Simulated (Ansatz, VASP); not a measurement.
# ZrN: VASP beside Ansatz

INCAR

```
SYSTEM = ZrN
PREC = Accurate
ENCUT = 520
EDIFF = 1E-6
ISMEAR = 0
SIGMA = 0.1
LREAL = .False.
LASPH = .True.
NELM = 80
ALGO = Normal
ISIF = 2
LWAVE = .False.
LCHARG = .False.
LDIPOL = .True.
IDIPOL = 3
DIPOL = 0.5 0.5 0.500
GGA = PE
NBANDS = 54
```

The input KPOINTS:

```
Automatic mesh
0
Gamma
  11 8 1
  0 0 0
```

POSCAR

```
ZrN
1.0
    3.2489094157      0.0000000000      0.0000000000
    0.0000000000      4.5946517586      0.0000000000
    0.0000000000      0.0000000000     21.4978188314
Zr N
5 5
Direct
    0.5000000000      0.5000000000      0.3488726023
    0.0000000000      0.0000000000      0.4244363012
    0.5000000000      0.5000000000      0.5000000000
    0.0000000000      0.0000000000      0.5755636988
    0.5000000000      0.5000000000      0.6511273977
    0.5000000000      0.0000000000      0.3488726023
    0.0000000000      0.5000000000      0.4244363012
    0.5000000000      0.0000000000      0.5000000000
    0.0000000000      0.5000000000      0.5755636988
    0.5000000000      0.0000000000      0.6511273977
```

Input for Ansatz:

```yaml
crystal:
  lattice:
    - [3.2489094157, 0.0, 0.0]
    - [0.0, 4.5946517586, 0.0]
    - [0.0, 0.0, 21.4978188314]
  atoms:
    - { symbol: Zr, position: [0.5, 0.5, 0.3488726023] }
    - { symbol: "N", position: [0.5, 0.0, 0.3488726023] }
    - { symbol: Zr, position: [0.0, 0.0, 0.4244363012] }
    - { symbol: "N", position: [0.0, 0.5, 0.4244363012] }
    - { symbol: Zr, position: [0.5, 0.5, 0.5] }
    - { symbol: "N", position: [0.5, 0.0, 0.5] }
    - { symbol: Zr, position: [0.0, 0.0, 0.5755636988] }
    - { symbol: "N", position: [0.0, 0.5, 0.5755636988] }
    - { symbol: Zr, position: [0.5, 0.5, 0.6511273977] }
    - { symbol: "N", position: [0.5, 0.0, 0.6511273977] }
basis:
  ecutwfc: 420
kpoints:
  mp_grid: { grid: [11, 8, 1] }
hamiltonian:
  xc: pbe
scf:
  occupations: { method: gaussian, width: 0.1 }
output:
  forces: true
  stress: true
  eigenvalues: true
  write_density: true
  write_potential: true
  elf: true
  volumetric_format: npy
efield:
  axis: 3
  dipole_correction: true
  ramp_width: 0.04
```

Alike in both runs: task single point; functional PBE; k mesh 11 × 8 × 1; occupations gaussian, width 0.1 eV; no spin polarisation.

|  | VASP | Ansatz |
| --- | --- | --- |
| version | VASP 6.6.1 | Ansatz 0.2.0 |
| potentials or method | VASP PAW PBE potentials, release 64 (Zr_sv, N), cutoff 520 eV | scalar-relativistic, plane waves, PAW |
| valence electrons in the cell | 85 | 85 |

```tsv
	VASP	Ansatz	Ansatz less VASP
gap on the k mesh at the Fermi level (eV)	none	none	-
rms of the force components (eV/Å)	0.546	0.549	+0.0023
```

A gap of «none» marks a metal or a gap that the smearing closes. The functional is the same, so the differences come from potentials, cutoffs and numerics. Ansatz's warnings: xc potential rough in thin density.
